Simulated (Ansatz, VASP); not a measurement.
# Two plane-wave programs on SiNi

Contents of INCAR:

```
PREC = Accurate
ENCUT = 520
EDIFF = 1E-6
ISMEAR = -1
SIGMA = 0.1
LREAL = F
LASPH = T
NELM = 60
ALGO = Normal
ISIF = 2
LWAVE = F
LCHARG = F
GGA = PE
NBANDS = 14
```

The input KPOINTS:

```
regular mesh
0
Gamma
  14 14 13
```

Contents of POSCAR:

```
SiNi
1.0
    3.4865879049      0.0000000000      0.0000000000
   -1.7432939524      3.0194736982      0.0000000000
    0.0000000000      0.0000000000      2.4874526859
Ni Si
1 1
Direct
    0.0000000000      0.0000000000      0.0000000000
    0.3333333333      0.6666666667      0.5000000000
```

Input for Ansatz:

```yaml
crystal:
  lattice:
    - [3.4865879049, 0.0, 0.0]
    - [-1.7432939524, 3.0194736982, 0.0]
    - [0.0, 0.0, 2.4874526859]
  atoms:
    - { symbol: Ni, position: [0.0, 0.0, 0.0] }
    - { symbol: Si, position: [0.3333333333, 0.6666666667, 0.5] }
kpoints:
  mp_grid: { grid: [14, 14, 13] }
  band_path:
    path:
      - [0.0, 0.0, 0.0]
      - [0.5, 0.0, 0.0]
      - [0.3333333333, 0.3333333333, 0.0]
      - [0.0, 0.0, 0.0]
      - [0.0, 0.0, 0.5]
      - [0.5, 0.0, 0.5]
      - [0.3333333333, 0.3333333333, 0.5]
      - [0.0, 0.0, 0.5]
      - [0.5, 0.0, 0.5]
    npoints: 8
scf:
  occupations: { method: fermi_dirac, width: 0.1 }
hamiltonian:
  xc: pbe
  pseudopotentials: { kind: paw }
output:
  forces: true
  stress: true
  eigenvalues: true
  populations: true
  dos: { projected: true, de: 0.2, e_range: [-14, 8] }
  write_density: true
  write_potential: true
  elf: true
  volumetric_format: npy
```

Change from the starting cell: volume scaled by 1, PAW files.

Alike in both runs: task single point; functional PBE; k mesh 14 × 14 × 13; occupations fermi-dirac, width 0.1 eV; no spin polarisation.

```csv
,VASP,Ansatz
version,VASP 6.6.1,Ansatz 0.2.0
potentials or method,"VASP PAW PBE potentials, release 64 (Ni, Si)","PAW with Ansatz's default frozen-core files, scalar-relativistic"
plane-wave cutoff (eV),520,420
valence electrons in the cell,14,22
```

VASP gave:

| Property | Result |
| --- | --- |
| pressure (GPa) | 0.0 |
| traceless stress, the component that is largest in VASP (GPa) | 0.18 |

Which values does Ansatz return?

Pressure (GPa): 0.0; traceless stress, the component that is largest in VASP (GPa): 0.00.

With one functional, cell and mesh, what is left measures potentials, basis and numerics. VASP's potentials hold 14 valence electrons a cell and Ansatz's 22, so a difference there can come from the potentials and not from the codes.
